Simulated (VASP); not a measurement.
MoS2: single point with PBE

Crystal: MoS2.

```
CELL_PARAMETERS angstrom
-3.22096 -5.57887 0.00000
4.83144 -2.78943 0.00000
0.00000 0.00000 12.52607
ATOMIC_POSITIONS crystal
Mo 0.47246 0.27554 0.25069
Mo 0.40748 0.72413 0.78773
Mo 0.22323 0.76375 0.24290
Mo 0.18982 0.20830 0.78082
Mo 0.96795 0.26501 0.22067
Mo 0.89770 0.69190 0.77471
Mo 0.70930 0.79608 0.25219
Mo 0.67168 0.24037 0.79457
S 0.44752 0.38294 0.67377
S 0.47187 0.60191 0.13923
S 0.40467 0.42030 0.92711
S 0.41093 0.58724 0.38790
S 0.13526 0.90904 0.66430
S 0.25290 0.08773 0.10269
S 0.16297 0.90617 0.90815
S 0.17626 0.10912 0.36427
S 0.88997 0.34737 0.63322
S 0.90523 0.62351 0.09899
S 0.92266 0.39849 0.91131
S 0.97977 0.66871 0.36423
S 0.65150 0.85454 0.65280
S 0.68113 0.12106 0.12278
S 0.65859 0.85598 0.89606
S 0.70189 0.10166 0.39451
```

```json
{"Program": "VASP 6.6.1", "Task": "single point", "Functional": "PBE", "Potentials or basis": "VASP PAW PBE potentials, release 64 (Mo_sv, S)", "Cutoff": "520 eV", "k mesh": "2 × 3 × 1", "Occupations": "fermi-dirac, width 0.3 eV", "Spin": "no spin polarisation", "Dipole correction": "no", "Further INCAR settings": "LREAL = Auto; ALGO = Normal; EDIFF = 1e-07; NBANDS = 122"}
```

```yaml
Pressure: -0.1 GPa
Largest_force: 4.321 eV/Å
Band_gap_on_the_k_mesh: 0.34 eV (least direct gap 0.64 eV)
```

Forces in eV/Å, atoms in the order of the input:
```
Mo   0.351  2.297  2.517
Mo  -0.041  1.862 -1.266
Mo   2.738  0.114 -0.753
Mo   4.059  0.603  1.355
Mo   1.243 -0.228  1.787
Mo   0.213 -1.712  0.078
Mo   0.263  0.773  0.405
Mo  -2.730  1.130 -0.442
S    1.359  1.138 -1.671
S   -0.174 -0.398 -1.454
S   -1.369  0.141 -1.969
S   -0.416 -1.974 -1.132
S   -2.570  0.077 -1.354
S    1.306  0.743  2.465
S   -0.796  1.340 -0.802
S   -0.499 -1.314 -1.071
S    0.274 -1.373  2.758
S   -1.066 -1.635  2.335
S   -1.175 -0.118 -1.417
S   -1.577  2.735  0.458
S    1.061 -0.453  0.634
S   -1.948 -1.316 -0.499
S    1.058 -2.071  1.458
S    0.437 -0.360 -2.420
```

Stress tensor (GPa, compression positive):
```
-0.47  0.03 -0.74
 0.03  1.05  0.08
-0.74  0.08 -0.91
```

Levels at points of the mesh, in eV from the valence-band top:
```tsv
k point	band 100	band 101	band 102	band 103	band 104	band 105	band 106	band 107	band 108	band 109
(0.00, 0.00, 0.00)	-1.16	-0.97	-0.77	-0.68	0.00	0.64	0.68	0.81	0.91	0.99
(0.50, 0.00, 0.00)	-0.98	-0.87	-0.81	-0.63	-0.57	0.38	0.43	0.61	0.68	0.72
```

Wall time 24 min on 1 thread of Intel Xeon 8259CL, on a shared host, peak memory 0.52 GiB.

Caveat: the k points lie up to 0.50 Å⁻¹ apart; the atoms stand as in a frame of molecular dynamics; so wide a smearing shifts energies and pressures; semilocal functionals underestimate gaps, and a narrow one can read as zero; forces of over 1 eV/Å act on the atoms, so gaps and moduli don't describe the material at rest. A k mesh can miss the band edges.
